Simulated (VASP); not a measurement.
# TaN (P6/mmm) in VASP: notebook

The runs below take TaN through single point, with LDA+U.

All numbers are computed with VASP 6.6.1; they aren't measurements. Logs are shortened: lines on timing, memory, paths and dates and some standing lists are left out, and cuts for length are marked.

## 1. The cell of the first run

The structure is hexagonal, space group P6/mmm (No. 191). The conventional cell has a = 5.185 Å, b = 5.185 Å, c = 2.908 Å, α = 90.00°, β = 90.00°, γ = 120.00°. Within 3.4 Å of Ta (site symmetry 6/mmm) lie 6 N at 2.59 Å and 14 Ta at 2.91 to 3.33 Å. Ta (site symmetry -6m2) has 6 N at 2.09 Å and 5 Ta at 2.91 to 2.99 Å within 3.0 Å. N (site symmetry mmm) has 6 Ta at 2.09 to 2.59 Å and 6 N at 2.59 to 2.91 Å within 3.0 Å.

## 2. Single point, LDA+U, collinear spin, zero start

Contents of INCAR:

```
PREC = Accurate
ENCUT = 700
EDIFF = 1E-6
ISMEAR = 0
SIGMA = 0.05
LREAL = F
LASPH = T
NELM = 200
ALGO = Normal
ISIF = 2
LWAVE = F
LCHARG = F
ISPIN = 2
MAGMOM = 0 0 0 0 0 0
LORBIT = 11
LMAXMIX = 4
LDAU = T
LDAUTYPE = 2
LDAUL = 2 -1
LDAUU = 4 0
LDAUJ = 0 0
LDAUPRINT = 1
GGA = CA
NBANDS = 40
GGA_COMPAT = F
```

Contents of KPOINTS:

```
regular mesh
0
Gamma
  4 4 7
```

Contents of POSCAR:

```
TaN
1.0
    5.1850002000      0.0000000000      0.0000000000
   -2.5925001000      4.4903418900      0.0000000000
    0.0000000000      0.0000000000      2.9080005300
Ta N
3 3
Direct
    0.0000000000      0.0000000000      0.0000000000
    0.3333333333      0.6666666667      0.5000000000
    0.6666666667      0.3333333333      0.5000000000
    0.5000000000      0.0000000000      0.0000000000
    0.5000000000      0.5000000000      0.0000000000
    0.0000000000      0.5000000000      0.0000000000
```

Potentials or basis: VASP PAW LDA potentials, release 64 (Ta_sv_GW, N).

On the command line:

```bash
$ cat potpaw_LDA.64/Ta_sv_GW/POTCAR potpaw_LDA.64/N/POTCAR > POTCAR
$ mpirun -np 1 vasp_std > vasp.out
```

OUTCAR:

```text
PREC = Accurate
   ENCUT = 700
   EDIFF = 1E-6
   ISMEAR = 0
   LREAL = F
   LASPH = T
   NELM = 200
   ISIF = 2
   ISPIN = 2
   LORBIT = 11
   GGA = CA

 ion  position               nearest neighbor table
   1  0.000  0.000  0.000-
   2  0.333  0.667  0.500-   4 2.09   4 2.09   6 2.09   6 2.09   5 2.09   5 2.09   3 2.99   3 2.99
                             3 2.99
   3  0.667  0.333  0.500-   4 2.09   4 2.09   6 2.09   6 2.09   5 2.09   5 2.09   2 2.99   2 2.99
                             2 2.99
   4  0.500  0.000  0.000-   2 2.09   3 2.09   2 2.09   3 2.09
   5  0.500  0.500  0.000-   2 2.09   3 2.09   2 2.09   3 2.09
   6  0.000  0.500  0.000-   2 2.09   3 2.09   2 2.09   3 2.09

  LATTYP: Found a hexagonal cell.
 ALAT       =     5.1850002000
 C/A-ratio  =     0.5608486823

  Lattice vectors:

 A1 = (   5.1850002000,   0.0000000000,   0.0000000000)
 A2 = (  -2.5925001000,   4.4903418900,   0.0000000000)
 A3 = (   0.0000000000,   0.0000000000,   2.9080005300)

Analysis of symmetry for initial positions (statically):
=====================================================================
 Subroutine PRICEL returns:
 Original cell was already a primitive cell.

 Routine SETGRP: Setting up the symmetry group for a
 hexagonal supercell.

 Subroutine GETGRP returns: Found 24 space group operations
 (whereof 24 operations were pure point group operations)
 out of a pool of 24 trial point group operations.

The static configuration has the point symmetry D_6h.

Analysis of symmetry for dynamics (positions and initial velocities):
=====================================================================
 Subroutine PRICEL returns:
 Original cell was already a primitive cell.

 Routine SETGRP: Setting up the symmetry group for a
 hexagonal supercell.

 Subroutine GETGRP returns: Found 24 space group operations
 (whereof 24 operations were pure point group operations)
 out of a pool of 24 trial point group operations.

The dynamic configuration has the point symmetry D_6h.

Analysis of structural, dynamic, and magnetic symmetry:
=====================================================================
 Subroutine PRICEL returns:
 Original cell was already a primitive cell.

 Routine SETGRP: Setting up the symmetry group for a
 hexagonal supercell.

 Subroutine GETGRP returns: Found 24 space group operations
 (whereof 24 operations were pure point group operations)
 out of a pool of 24 trial point group operations.

The overall configuration has the point symmetry D_6h.

 Subroutine INISYM returns: Found 24 space group operations
 (whereof 24 operations are pure point group operations),
 and found     1 'primitive' translations

----------------------------------------------------------------------------------------

                                     Primitive cell

  volume of cell :      67.7053

  direct lattice vectors                    reciprocal lattice vectors
     5.185000200  0.000000000  0.000000000     0.192864023  0.111350096  0.000000000
    -2.592500100  4.490341890  0.000000000     0.000000000  0.222700192  0.000000000
     0.000000000  0.000000000  2.908000530     0.000000000  0.000000000  0.343878892

  length of vectors
     5.185000200  5.185000198  2.908000530     0.222700192  0.222700192  0.343878892

  position of ions in fractional coordinates (direct lattice)
     0.000000000  0.000000000  0.000000000
     0.333333333  0.666666667  0.500000000
[... 89 lines left out ...]
   EMIN   =  10.00;   EMAX   =-10.00  energy-range for DOS
   EFERMI =   0.00;   METHOD = LEGACY
   ISMEAR =     0;   SIGMA  =   0.05  broadening in eV -4-tet -1-fermi 0-gaus
   EFERMI_NEDOS =   21; number of points for ismear=-14 and -15
   IALGO  =     38    algorithm
   IMIX   =      4    mixing-type and parameters
     AMIX     =   0.40;   BMIX     =  1.00
     AMIX_MAG =   1.60;   BMIX_MAG =  1.00
  volume/ion in A,a.u.               =      11.28        76.15
  Fermi-wavevector in a.u.,A,eV,Ry     =   1.518210  2.869001 31.360909  2.304962
  Thomas-Fermi vector in A             =   2.627361
   LORBIT       =     11    0 simple, 1 ext, 2 COOP (PROOUT), +10 PAW based schemes
 LDA+U is selected, type is set to LDAUTYPE =  2
   angular momentum for each species LDAUL =     2   -1
   U (eV)           for each species LDAUU =   4.0  0.0
   J (eV)           for each species LDAUJ =   0.0  0.0
   GGA     = CA    functional components
   LHFCALC =     F    Hartree Fock is set to
   AEXX    =    0.0000 exact exchange contribution
   IVDW    =     0    specifies the selected vdW correction
   LEPSILON=     F    determine dielectric tensor
   LRPA    =     F    only Hartree local field effects (RPA)
 spin polarized calculation
 Gauss-broadening in eV      SIGMA  =   0.05
  energy-cutoff  :      700.00
  volume of cell :       67.71
 maximum number of plane-waves:      2864
 NGX is ok and might be reduce to    48
   NGX = 23   NGY = 23   NGZ = 13

 number of electron      54.0000000 magnetization       0.0001237

atom =   1  type =  1  l = 2

 onsite density matrix

spin component  1
[... 83 lines left out ...]
  o =  0.2072  v =  0.0000  0.0000  0.0000  0.0000  0.0000  1.0000  0.0000  0.0000  0.0000  0.0000      0.0000  0.0000  0.0000  0.0000  0.0000  0.0000  0.0000  0.0000  0.0000  0.0000
  o =  0.2072  v =  0.0000  0.0000  0.0000  0.0000  0.0000  0.0000 -0.0000 -0.0000  0.0000 -1.0000      0.0000  0.0000  0.0000  0.0000  0.0000  0.0000  0.0000  0.0000  0.0000  0.0000
  o =  0.2073  v =  0.0000  0.0000 -0.0000 -0.0000 -1.0000  0.0000  0.0000  0.0000  0.0000  0.0000      0.0000  0.0000  0.0000  0.0000  0.0000  0.0000  0.0000  0.0000  0.0000  0.0000
  o =  0.2073  v =  1.0000  0.0000  0.0000  0.0000  0.0000  0.0000  0.0000  0.0000  0.0000  0.0000      0.0000  0.0000  0.0000  0.0000  0.0000  0.0000  0.0000  0.0000  0.0000  0.0000
  o =  0.2344  v =  0.0000  1.0000 -0.0000 -0.0000  0.0000  0.0000  0.0000  0.0000  0.0000  0.0000      0.0000  0.0000  0.0000  0.0000  0.0000  0.0000  0.0000  0.0000  0.0000  0.0000
  o =  0.2344  v =  0.0000 -0.0000 -0.0000 -1.0000  0.0000  0.0000  0.0000  0.0000  0.0000  0.0000      0.0000  0.0000  0.0000  0.0000  0.0000  0.0000  0.0000  0.0000  0.0000  0.0000
  o =  0.2344  v =  0.0000  0.0000  0.0000  0.0000  0.0000  0.0000  1.0000  0.0000  0.0000 -0.0000      0.0000  0.0000  0.0000  0.0000  0.0000  0.0000  0.0000  0.0000  0.0000  0.0000
  o =  0.2344  v =  0.0000  0.0000  0.0000  0.0000  0.0000  0.0000  0.0000  0.0000 -1.0000 -0.0000      0.0000  0.0000  0.0000  0.0000  0.0000  0.0000  0.0000  0.0000  0.0000  0.0000
  o =  0.2598  v =  0.0000  0.0000  0.0000  0.0000  0.0000  0.0000  0.0000 -1.0000 -0.0000  0.0000      0.0000  0.0000  0.0000  0.0000  0.0000  0.0000  0.0000  0.0000  0.0000  0.0000
  o =  0.2598  v =  0.0000 -0.0000 -1.0000  0.0000  0.0000  0.0000  0.0000  0.0000  0.0000  0.0000      0.0000  0.0000  0.0000  0.0000  0.0000  0.0000  0.0000  0.0000  0.0000  0.0000

 number of electron      54.0000000 magnetization      -0.0000038

 Free energy of the ion-electron system (eV)
  ---------------------------------------------------
  ext. energy  EPLUGINS =         0.00000000
  ---------------------------------------------------
  free energy    TOTEN  =       -68.30432541 eV

  energy without entropy =      -68.30316389  energy(sigma->0) =      -68.30374465

 E-fermi :  12.4372     XC(G=0): -13.6769

 val. band max:       12.3882619281   @ k =   0.2500   0.0000   0.4286
 cond. band min:      12.6502328570   @ k =   0.0000   0.0000   0.2857
 fundamental gap:      0.2619709289
 Fermi energy:        12.4371557379

 spin component 1

 k-point     1 :       0.0000    0.0000    0.0000
  band No.  band energies     occupation
      1     -57.2540      1.00000
      2     -57.2044      1.00000
      3     -57.0740      1.00000
      4     -24.3348      1.00000
      5     -24.3348      1.00000
      6     -24.0059      1.00000
[... 661 lines left out ...]
     38      18.5298      0.00000
     39      19.4019      0.00000
 Fermi energy:        12.4371557379

 spin component 2

 k-point     1 :       0.0000    0.0000    0.0000
  band No.  band energies     occupation
      1     -57.2540      1.00000
      2     -57.2044      1.00000
      3     -57.0740      1.00000
      4     -24.3348      1.00000
      5     -24.3348      1.00000
      6     -24.0059      1.00000
[... 661 lines left out ...]
     38      18.5298      0.00000
     39      19.4019      0.00000
 [bands above 39 left out]

------------------------ aborting loop because EDIFF is reached ----------------------------------------

  FORCE on cell =-STRESS in cart. coord.  units (eV):
  Direction    XX          YY          ZZ          XY          YZ          ZX
  --------------------------------------------------------------------------------------
  -------------------------------------------------------------------------------------
  Total        3.3775677      3.3775677      4.1250244      0.0000000     -0.0000000      0.0000000
  in kB       79.9267170     79.9267169     97.6145240      0.0000000     -0.0000000      0.0000000
  external PRESSURE =      85.8226526 kB  Pullay stress =       0.0000000 kB

 VOLUME and BASIS-vectors are now :
 -----------------------------------------------------------------------------
  energy-cutoff  :      700.00
  volume of cell :       67.71
      direct lattice vectors                 reciprocal lattice vectors
     5.185000200  0.000000000  0.000000000     0.192864023  0.111350096  0.000000000
    -2.592500100  4.490341890  0.000000000     0.000000000  0.222700192  0.000000000
     0.000000000  0.000000000  2.908000530     0.000000000  0.000000000  0.343878892

 POSITION                                       TOTAL-FORCE (eV/Angst)
 -----------------------------------------------------------------------------------
      0.00000      0.00000      0.00000         0.000000      0.000000      0.000000
     -0.00000      2.99356      1.45400         0.000000     -0.000000      0.000000
      2.59250      1.49678      1.45400        -0.000000     -0.000000     -0.000000
      2.59250      0.00000      0.00000         0.000000      0.000000      0.000000
      1.29625      2.24517      0.00000         0.000000      0.000000      0.000000
     -1.29625      2.24517      0.00000         0.000000      0.000000      0.000000
 -----------------------------------------------------------------------------------
    total drift:                               -0.000000      0.000000     -0.000000

  FREE ENERGIE OF THE ION-ELECTRON SYSTEM (eV)
  ---------------------------------------------------
  free  energy   TOTEN  =       -68.3043254137 eV

  energy  without entropy=      -68.3031638925  energy(sigma->0) =      -68.30374465

 total charge

# of ion       s       p       d       f       tot
--------------------------------------------------
    1        3.167   6.023   2.064   0.036  11.289
    2        3.213   6.089   2.237   0.194  11.734
    3        3.213   6.089   2.237   0.194  11.734
    4        1.236   2.555   0.000   0.000   3.791
    5        1.236   2.555   0.000   0.000   3.791
    6        1.236   2.555   0.000   0.000   3.791
--------------------------------------------------
tot         13.300  25.867   6.539   0.424  46.129

 magnetization (x)

# of ion       s       p       d       f       tot
--------------------------------------------------
    1        0.000  -0.000   0.000  -0.000   0.000
    2       -0.000  -0.000  -0.000   0.000  -0.000
    3       -0.000  -0.000  -0.000   0.000  -0.000
    4        0.000   0.000   0.000   0.000   0.000
    5        0.000   0.000   0.000   0.000   0.000
    6        0.000   0.000   0.000   0.000   0.000
--------------------------------------------------
tot         -0.000   0.000  -0.000   0.000  -0.000
```

It took 3.1 min on 1 thread of Intel Xeon Platinum 8488C (Sapphire Rapids), shared host; peak memory 0.29 GiB.

Results:

```yaml
Free_energy: -68.3043 eV
Pressure: 8.6 GPa
Band_gap_on_the_k_mesh: zero (filled and empty bands overlap)
Net_moment: 0.00 μB per cell
Valence_electrons_inside_the_program's_atomic_spheres: Ta 11.29, 11.73 (each value once); N 3.79
```

Eigenvalues of the final occupation matrices:
```
    site  spin  trace               eigenvalues
site 1 d     1   1.05  0.15 0.15 0.24 0.24 0.26
site 1 d     2   1.05  0.15 0.15 0.24 0.24 0.26
site 2 d     1   1.14  0.21 0.21 0.23 0.23 0.26
site 2 d     2   1.14  0.21 0.21 0.23 0.23 0.26
site 3 d     1   1.14  0.21 0.21 0.23 0.23 0.26
site 3 d     2   1.14  0.21 0.21 0.23 0.23 0.26
```

Caveat: the cell stands under pressure; spin-orbit coupling is left out, which moves the levels of the heavy elements.

(Part 1 of 2 ends here.)

The gap in the log of VASP goes by the Fermi energy; the results here count the filled bands.